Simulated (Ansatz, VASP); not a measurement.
# ZrB2 in VASP and in Ansatz

```
CELL_PARAMETERS angstrom
3.17000 0.00000 0.00000
-1.58500 2.74530 0.00000
0.00000 0.00000 3.53300
ATOMIC_POSITIONS crystal
Zr 0.00000 0.00000 0.00000
B 0.66667 0.33333 0.50000
B 0.33333 0.66667 0.50000
```

Alike in both runs: functional PBE; k mesh 8 × 8 × 6; occupations fermi-dirac, width 0.05 eV; no spin polarisation.

|  | VASP | Ansatz |
| --- | --- | --- |
| version | VASP 6.6.1 | Ansatz 0.2.0 |
| potentials or method | VASP PAW PBE potentials, release 64 (Zr_sv, B) | Ansatz PAW |
| plane-wave cutoff (eV) | 520 | 420 |
| valence electrons in the cell | 18 | 18 |
| task | single point | band structure |

```csv
,VASP,Ansatz,Ansatz less VASP
gap on the k mesh at the Fermi level (eV),none,none,-
pressure (GPa),0.9,0.8,-0.14
"traceless stress, the component that is largest in VASP (GPa)",0.40,0.36,-0.043
```

A gap of «none» marks a metal or a gap that the smearing closes. The functional is the same, so the differences come from potentials, cutoffs and numerics.
